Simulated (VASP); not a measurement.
A run of VASP 6.6.1 is set up as follows.

File INCAR:

```
SYSTEM = SnO
ALGO     = Normal         ! electronic algorithm
EDIFF    = 1E-7           ! SCF threshold, eV
EDIFFG   = -0.025         ! ionic threshold
ENCUT    = 600            ! plane-wave cutoff, eV
GGA      = PE             ! functional
IBRION   = 2              ! ionic algorithm
ISIF     = 3              ! what is computed and relaxed
ISMEAR   = 0              ! smearing method
LASPH    = .True.         ! aspherical terms in the spheres
LCHARG   = .False.        ! write CHGCAR
LREAL    = .False.        ! projectors in reciprocal space
LWAVE    = .False.        ! write WAVECAR
NELM     = 60             ! most SCF steps
NSW      = 80             ! ionic steps
PREC     = Accurate       ! precision mode
SIGMA    = 0.2            ! smearing width, eV
```

File KPOINTS:

```
k-points
0
Gamma
  6 6 6
  0 0 0
```

The input POSCAR:

```
SnO
1.0
   -0.1026551652     -2.6941169021     -2.7218819506
   -2.7874084118     -0.0474452653     -2.7770918504
    2.6489230375      2.7212612275     -5.3682530613
Sn O
2 2
Direct
    0.6261512274      0.6234713038      0.1005220071
    0.1599973969      0.1039333155      0.6242975492
    0.5177854159      0.5165497256      0.5136735891
    0.9460659598      0.0060456551      0.0115068545
```

Potentials or basis: VASP PAW PBE potentials, release 64 (Sn_d, O).

Command:

```sh
$ cat potpaw_PBE.64/Sn_d/POTCAR potpaw_PBE.64/O/POTCAR > POTCAR
$ mpirun -np 1 vasp_std > vasp.out
```

Task: Estimate the relaxed volume.

Result: 18.71 Å³/atom.

Task: Predict the space group after relaxing (to 0.05 Å).

Result: P1 (No. 1).

Task: What does it give for the relaxed cell?

Result: a = 3.647 Å, b = 5.115 Å, c = 6.216 Å, α = 66.40°, β = 65.07°, γ = 46.20°.

Forces in eV/Å, atoms in the order of the input:
```
Sn   0.014  0.003  0.006
Sn   0.004  0.007  0.019
O   -0.009 -0.008 -0.006
O   -0.008 -0.002 -0.019
```
